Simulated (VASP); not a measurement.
Here is a VASP 6.6.1 calculation.

File POSCAR:

```
Ag
1.0
    2.8851075675      0.0000000000      0.0000000000
   -1.4425537837      2.4985764461      0.0000000000
    0.0000000000      0.0000000000      9.4272178978
Ag
4
Direct
    0.0000000000      0.0000000000      0.0000000000
    0.0000000000      0.0000000000      0.5000000000
    0.3333333333      0.6666666667      0.2500000000
    0.6666666667      0.3333333333      0.7500000000
```

INCAR.step1

```
PREC = Accurate
ENCUT = 520
ISMEAR = 0
SIGMA = 0.1
LREAL = F
LASPH = T
NELM = 100
NBANDS = 30
GGA = PE
ALGO = Normal
EDIFF = 1E-4
LWAVE = T
LCHARG = F
```

Contents of INCAR.step2:

```
PREC = Accurate
ENCUT = 520
EDIFF = 1E-6
ISMEAR = 0
SIGMA = 0.1
LREAL = F
LASPH = T
NELM = 100
ALGO = Normal
ISIF = 2
LWAVE = F
LCHARG = F
METAGGA = R2SCAN
LMIXTAU = T
NBANDS = 30
ISTART = 1
```

KPOINTS

```
regular mesh
0
Gamma
  18 18 6
```

Potentials or basis: VASP PAW PBE potentials, release 64 (Ag).

Launch:

```bash
$ cat potpaw_PBE.64/Ag/POTCAR > POTCAR
$ cp INCAR.step1 INCAR
$ mpirun -np 1 vasp_std > vasp.out
$ cp INCAR.step2 INCAR
$ mpirun -np 1 vasp_std > vasp.out
```

(1) Estimate the pressure.

(2) What does it give for the band gap on the k mesh?

## Answers

(1) 2.2 GPa.

(2) zero (band 22 reaches 12.12 eV, above the bottom of band 23 at 5.07 eV).

Caveat: the PAW data sets were made with another functional, which shifts forces and pressure a little.
